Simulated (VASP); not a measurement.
# Cu (Cmcm) in VASP: further runs

The runs below take Cu through single point, with LDA.

Everything below comes from runs of VASP 6.6.1. Logs are shortened: lines on timing, memory, paths and dates and some standing lists are left out, and cuts for length are marked.

## 1. The cell of the first run

The structure is orthorhombic, space group Cmcm (No. 63). The conventional cell has a = 2.437 Å, b = 7.953 Å, c = 2.475 Å, α = 90.00°, β = 90.00°, γ = 90.00°. Within 3.2 Å of Cu (site symmetry m2m) lie 10 Cu at 2.44 to 2.54 Å.

## 2. Single point, LDA

INCAR reads:

```
PREC = Accurate ; ENCUT = 520
EDIFF = 1E-6 ; ISMEAR = 0
SIGMA = 0.15 ; LREAL = False
LASPH = True ; NELM = 100
ALGO = Normal ; ISIF = 2
LWAVE = False ; LCHARG = True
GGA = CA ; LELF = True
LVHAR = True ; NBANDS = 18
```

KPOINTS reads:

```
Automatic mesh
0
Gamma
  20 20 20
```

POSCAR reads:

```
Cu
1.0
    1.2184636900     -3.9763780104      0.0000000000
    1.2184636900      3.9763780104      0.0000000000
    0.0000000000      0.0000000000      2.4754955235
Cu
2
Direct
    0.1338666500      0.8661333500      0.2500000000
    0.8661333500      0.1338666500      0.7500000000
```

Potentials or basis: VASP PAW LDA potentials, release 64 (Cu).

Launch:

```sh
cat potpaw_LDA.64/Cu/POTCAR > POTCAR
mpirun -np 1 vasp_std > vasp.out
```

OUTCAR:

```text
PREC = Accurate
   ENCUT = 520
   EDIFF = 1E-6
   ISMEAR = 0
   LREAL = False
   LASPH = True
   NELM = 100
   ISIF = 2
   GGA = CA

 ion  position               nearest neighbor table
   1  0.134  0.866  0.250-   2 2.46   2 2.46   2 2.54   2 2.54   2 2.54   2 2.54
   2  0.866  0.134  0.750-   1 2.46   1 2.46   1 2.54   1 2.54   1 2.54   1 2.54

  LATTYP: Found a base centered orthorhombic cell.
 ALAT       =     2.4369273800
 B/A-ratio  =     3.2634357864
 C/A-ratio  =     1.0158265461

  Lattice vectors:

 A1 = (   1.2184636900,  -3.9763780104,   0.0000000000)
 A2 = (   1.2184636900,   3.9763780104,   0.0000000000)
 A3 = (   0.0000000000,   0.0000000000,   2.4754955235)

Analysis of symmetry for initial positions (statically):
=====================================================================
 Subroutine PRICEL returns:
 Original cell was already a primitive cell.

 Routine SETGRP: Setting up the symmetry group for a
 base centered orthorhombic supercell.

 Subroutine GETGRP returns: Found  8 space group operations
 (whereof  4 operations were pure point group operations)
 out of a pool of  8 trial point group operations.

The static configuration has the point symmetry C_2h.
 The point group associated with its full space group is D_2h.

Analysis of symmetry for dynamics (positions and initial velocities):
=====================================================================
 Subroutine PRICEL returns:
 Original cell was already a primitive cell.

 Routine SETGRP: Setting up the symmetry group for a
 base centered orthorhombic supercell.

 Subroutine GETGRP returns: Found  8 space group operations
 (whereof  4 operations were pure point group operations)
 out of a pool of  8 trial point group operations.

The dynamic configuration has the point symmetry C_2h.
 The point group associated with its full space group is D_2h.

 Subroutine INISYM returns: Found  8 space group operations
 (whereof  4 operations are pure point group operations),
 and found     1 'primitive' translations

----------------------------------------------------------------------------------------

                                     Primitive cell

  volume of cell :      23.9879

  direct lattice vectors                    reciprocal lattice vectors
     1.218463690 -3.976378010  0.000000000     0.410352811 -0.125742572  0.000000000
     1.218463690  3.976378010  0.000000000     0.410352811  0.125742572  0.000000000
     0.000000000  0.000000000  2.475495523     0.000000000  0.000000000  0.403959527
[... 70 lines left out ...]
   dimension x,y,z NGXF=    64 NGYF=   64 NGZF=   36
   ions per type =               2
   NGX,Y,Z   is equivalent  to a cutoff of  12.79, 12.79, 12.09 a.u.
   NGXF,Y,Z  is equivalent  to a cutoff of  25.58, 25.58, 24.18 a.u.
 SYSTEM =  unknown system
   PREC   = accura    normal or accurate (medium, high low for compatibility)
   ISTART =      0    job   : 0-new  1-cont  2-samecut
   ICHARG =      2    charge: 1-file 2-atom 10-const
   ISPIN  =      1    spin polarized calculation?
   LNONCOLLINEAR =      F non collinear calculations
   LSORBIT =      F    spin-orbit coupling
   LASPH  =      T    aspherical Exc in radial PAW
   ENCUT  =  520.0 eV  38.22 Ry    6.18 a.u.   7.73  7.73  4.60*2*pi/ulx,y,z
   NELM   =    100;   NELMIN=  2; NELMDL= -5     # of ELM steps
   EDIFF  = 0.1E-05   stopping-criterion for ELM
   LREAL  =      F    real-space projection
[... 7 lines left out ...]
   TEBEG  =    0.0;   TEEND  =   0.0 temperature during run
   PSTRESS=    0.0 pullay stress
   NELECT =      22.0000    total number of electrons
   NUPDOWN=      -1.0000    fix difference up-down
   EMIN   =  10.00;   EMAX   =-10.00  energy-range for DOS
   EFERMI =   0.00;   METHOD = LEGACY
   ISMEAR =     0;   SIGMA  =   0.15  broadening in eV -4-tet -1-fermi 0-gaus
   EFERMI_NEDOS =   21; number of points for ismear=-14 and -15
   IALGO  =     38    algorithm
   IMIX   =      4    mixing-type and parameters
     AMIX     =   0.40;   BMIX     =  1.00
     AMIX_MAG =   1.60;   BMIX_MAG =  1.00
  volume/ion in A,a.u.               =      11.99        80.94
  Fermi-wavevector in a.u.,A,eV,Ry     =   1.590566  3.005733 34.421366  2.529899
  Thomas-Fermi vector in A             =   2.689241
   LORBIT       =      0    0 simple, 1 ext, 2 COOP (PROOUT), +10 PAW based schemes
   GGA     = CA    functional components
   LHFCALC =     F    Hartree Fock is set to
   AEXX    =    0.0000 exact exchange contribution
   IVDW    =     0    specifies the selected vdW correction
   LEPSILON=     F    determine dielectric tensor
   LRPA    =     F    only Hartree local field effects (RPA)
 non-spin polarized calculation
 Gauss-broadening in eV      SIGMA  =   0.15
  energy-cutoff  :      520.00
  volume of cell :       23.99
 maximum number of plane-waves:       672
   NGX = 15   NGY = 15   NGZ =  9

 number of electron      21.9999988 magnetization

 Free energy of the ion-electron system (eV)
  ---------------------------------------------------
  ext. energy  EPLUGINS =         0.00000000
  ---------------------------------------------------
  free energy    TOTEN  =        -9.07606296 eV

  energy without entropy =       -9.06942534  energy(sigma->0) =       -9.07274415

 E-fermi :   7.1217     XC(G=0): -12.9741

 val. band max:        7.1187514634   @ k =   0.0000   0.0000   0.5000
 cond. band min:       7.1224459454   @ k =   0.5000   0.0500   0.2000
 fundamental gap:      0.0036944820
 Fermi energy:         7.1217380437

 k-point     1 :       0.0000    0.0000    0.0000
  band No.  band energies     occupation
      1      -2.0920      2.00000
      2       2.1498      2.00000
      3       2.8878      2.00000
      4       3.3656      2.00000
      5       4.0806      2.00000
      6       4.3482      2.00000
[... 481 lines left out ...]
      5       4.0876      2.00000
      6       4.3158      2.00000
[... 10 lines left out ...]
     17      27.9935      0.00000
     18      28.6930      0.00000

 [... further k-points ...]
[... 5 lines left out ...]
  --------------------------------------------------------------------------------------
  -------------------------------------------------------------------------------------
  Total       -0.9456120     -1.0799895     -0.9886585      0.0000000     -0.0000000      0.0000000
  in kB      -63.1584053    -72.1336207    -66.0335244      0.0000000     -0.0000000      0.0000000
  external PRESSURE =     -67.1085168 kB  Pullay stress =       0.0000000 kB

 VOLUME and BASIS-vectors are now :
 -----------------------------------------------------------------------------
  energy-cutoff  :      520.00
  volume of cell :       23.99
      direct lattice vectors                 reciprocal lattice vectors
     1.218463690 -3.976378010  0.000000000     0.410352811 -0.125742572  0.000000000
     1.218463690  3.976378010  0.000000000     0.410352811  0.125742572  0.000000000
     0.000000000  0.000000000  2.475495523     0.000000000  0.000000000  0.403959527

 POSITION                                       TOTAL-FORCE (eV/Angst)
 -----------------------------------------------------------------------------------
      1.21846      2.91177      0.61887         0.000000     -0.042586     -0.000000
      1.21846     -2.91177      1.85662         0.000000      0.042586      0.000000
 -----------------------------------------------------------------------------------
    total drift:                                0.000000      0.000000      0.000000

  FREE ENERGIE OF THE ION-ELECTRON SYSTEM (eV)
  ---------------------------------------------------
  free  energy   TOTEN  =        -9.0760629633 eV

  energy  without entropy=       -9.0694253363  energy(sigma->0) =       -9.07274415
```

Run time: 8.4 min. Hardware: 1 thread of AMD EPYC 7R13 (Zen 3), shared host; peak memory 0.47 GiB.

Results:

```yaml
Free_energy: -9.0761 eV
Pressure: -6.7 GPa
Largest_force: 0.043 eV/Å
Band_gap_on_the_k_mesh: zero (bands 11 and 12 overlap by 5.66 eV)
```

Forces in eV/Å, atoms in the order of the input:
```
Cu   0.000 -0.043  0.000
Cu   0.000  0.043  0.000
```

Levels at points of the mesh, in eV from the Fermi level:
```tsv
k point	band 9	band 10	band 11	band 12	band 13	band 14
(0.00, 0.00, 0.00)	-1.84	-1.70	-1.45	-0.01	4.80	14.71
(0.50, 0.00, 0.00)	-2.13	-1.67	-0.46	1.28	2.54	6.90
(0.50, 0.50, 0.00)	-2.30	-1.93	-1.60	-1.53	13.62	15.33
(0.00, 0.00, 0.50)	-1.72	-1.72	0.00	0.00	8.21	8.21
(0.50, 0.00, 0.50)	-1.29	-1.29	3.72	3.72	7.49	7.49
(0.50, 0.50, 0.50)	-1.56	-1.56	-0.90	-0.90	3.69	3.69
```

Caveat: the cell stands under tension.

## 3. Single point, LDA

INCAR reads:

```
SYSTEM = Cu
PREC = Accurate
ENCUT = 520
EDIFF = 1E-6
ISMEAR = 0
SIGMA = 0.15
LREAL = .False.
LASPH = .True.
NELM = 100
ALGO = Normal
ISIF = 2
LWAVE = .False.
LCHARG = .False.
NBANDS = 18
```

KPOINTS reads:

```
regular mesh
0
Gamma
  22 22 22
  0 0 0
```

POSCAR is that of step 2.

Potentials or basis: VASP PAW LDA potentials, release 64 (Cu).

Launch:

```sh
cat potpaw_LDA.64/Cu/POTCAR > POTCAR
mpirun -np 1 vasp_std > vasp.out
```

Run time: 11 min. Hardware: 1 thread of AMD EPYC 7R13 (Zen 3), shared host; peak memory 0.59 GiB.

It converged, with:

| Property | Result |
| --- | --- |
| Free energy | -9.0764 eV |
| Pressure | -6.7 GPa |
| Largest force | 0.042 eV/Å |
| Band gap on the k mesh | zero (bands 11 and 12 overlap by 5.67 eV) |

Forces in eV/Å, atoms in the order of the input:
```
Cu   0.000 -0.042  0.000
Cu   0.000  0.042  0.000
```

Stress tensor (GPa, compression positive):
```
-6.32  0.00  0.00
 0.00 -7.14  0.00
 0.00  0.00 -6.66
```

Levels at points of the mesh, in eV from the Fermi level:
| k point | band 7 | band 8 | band 9 | band 10 | band 11 | band 12 | band 13 | band 14 | band 15 | band 16 |
| --- | --- | --- | --- | --- | --- | --- | --- | --- | --- | --- |
| (0.00, 0.00, 0.00) | -2.34 | -2.03 | -1.84 | -1.70 | -1.45 | -0.01 | 4.80 | 14.71 | 18.35 | 19.23 |
| (0.50, 0.00, 0.00) | -2.71 | -2.51 | -2.13 | -1.67 | -0.46 | 1.29 | 2.54 | 6.90 | 12.89 | 15.73 |
| (0.50, 0.50, 0.00) | -2.59 | -2.32 | -2.30 | -1.93 | -1.60 | -1.53 | 13.62 | 15.33 | 15.52 | 17.57 |
| (0.00, 0.00, 0.50) | -2.73 | -2.73 | -1.72 | -1.72 | 0.00 | 0.00 | 8.21 | 8.21 | 9.43 | 9.43 |
| (0.50, 0.00, 0.50) | -1.83 | -1.83 | -1.28 | -1.28 | 3.72 | 3.72 | 7.49 | 7.49 | 9.68 | 9.68 |
| (0.50, 0.50, 0.50) | -2.00 | -2.00 | -1.56 | -1.56 | -0.90 | -0.90 | 3.69 | 3.69 | 17.87 | 17.87 |

Caveat: the cell stands under tension.
